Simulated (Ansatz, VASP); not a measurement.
**W in VASP and in Ansatz**

Contents of INCAR:

```
ALGO     = Normal         # electronic algorithm
EDIFF    = 1E-6           # SCF threshold, eV
EDIFFG   = -0.01          # ionic threshold
ENCUT    = 600            # plane-wave cutoff, eV
GGA      = PS             # functional
IBRION   = 2              # ionic algorithm
ISIF     = 3              # what is computed and relaxed
ISMEAR   = -1             # smearing method
LASPH    = T              # aspherical terms in the spheres
LCHARG   = F              # write CHGCAR
LREAL    = F              # projectors in reciprocal space
LWAVE    = F              # write WAVECAR
NELM     = 80             # most SCF steps
NSW      = 80             # ionic steps
PREC     = Accurate       # precision mode
SIGMA    = 0.1            # smearing width, eV
```

The input KPOINTS:

```
k-points
0
Gamma
  10 10 10
```

POSCAR

```
W
1.0
    0.0000000000      2.7760741367      2.7760741367
    2.7760741367      0.0000000000      2.7760741367
    2.7760741367      2.7760741367      0.0000000000
W
2
Direct
    0.1250000000      0.1250000000      0.1250000000
    0.8750000000      0.8750000000      0.8750000000
```

Input for Ansatz:

```yaml
crystal:
  lattice:
    - [0.0, 2.7760741367, 2.7760741367]
    - [2.7760741367, 0.0, 2.7760741367]
    - [2.7760741367, 2.7760741367, 0.0]
  atoms:
    - { symbol: W, position: [0.125, 0.125, 0.125] }
    - { symbol: W, position: [0.875, 0.875, 0.875] }
hamiltonian:
  xc: pbesol
  pseudopotentials:
    kind: paw
    azcp:
      W: "pseudopotentials/W.paw.azcp"
basis:
  ecutwfc: 420
  fft_grid_basis: typed
kpoints:
  mp_grid: { grid: [10, 10, 10], shift: [0, 0, 0] }
magnetization:
  spin_polarized: false
scf:
  occupations: { method: fermi_dirac, width: 0.1 }
relax:
  max_steps: 60
  f_tol: 0.01
  cell: {}
```

Alike in both runs: task relaxation of cell and atoms; functional PBEsol; k mesh 10 × 10 × 10; occupations fermi-dirac, width 0.1 eV; no spin polarisation.

|  | VASP | Ansatz |
| --- | --- | --- |
| version | VASP 6.6.1 | Ansatz 0.2.0 |
| potentials or method | VASP PAW PBE potentials, release 64 (W_sv), cutoff 600 eV | plane waves (420 eV) with PAW, scalar-relativistic |
| valence electrons in the cell | 28 | 28 |

```csv
,VASP,Ansatz,Ansatz less VASP
relaxed volume (Å³/atom),23.99,23.87,-0.125
relaxed cell length with the largest relative difference (Å),4.079,4.072,-0.0071
```

VASP's potentials were made for PBE, not for PBEsol, and Ansatz warns of the same on its side.

Spin-orbit coupling is off throughout.
